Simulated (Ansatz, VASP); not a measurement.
## Two plane-wave programs on TePb

```
CELL_PARAMETERS angstrom
0.00000 3.37360 3.37360
3.37360 0.00000 3.37360
3.37360 3.37360 0.00000
ATOMIC_POSITIONS crystal
Te 0.50000 0.50000 0.50000
Pb 0.00000 0.00000 0.00000
```

Alike in both runs: task single point; functional r2SCAN; k mesh 8 × 8 × 8; occupations gaussian, width 0.02 eV; no spin polarisation.

|  | VASP | Ansatz |
| --- | --- | --- |
| version | VASP 6.6.1 | Ansatz 0.2.0 |
| potentials or method | VASP PAW PBE potentials, release 64 (Te, Pb_d), cutoff 520 eV | scalar-relativistic, plane waves, PAW |
| valence electrons in the cell | 20 | 30 |

|  | VASP | Ansatz | Ansatz less VASP |
| --- | --- | --- | --- |
| gap on the k mesh at the Fermi level (eV) | 1.25 | 1.25 | -0.002 |
| least direct gap on the mesh (eV) | 1.25 | 1.25 | -0.002 |
| pressure (GPa) | -3.3 | -3.3 | +0.02 |

VASP's potentials were made for PBE, not for r2SCAN. The functional is the same, so the differences come from potentials, cutoffs and numerics. VASP's potentials hold 20 valence electrons a cell and Ansatz's 30, so a difference there can come from the potentials and not from the codes.

Spin-orbit coupling is off throughout.
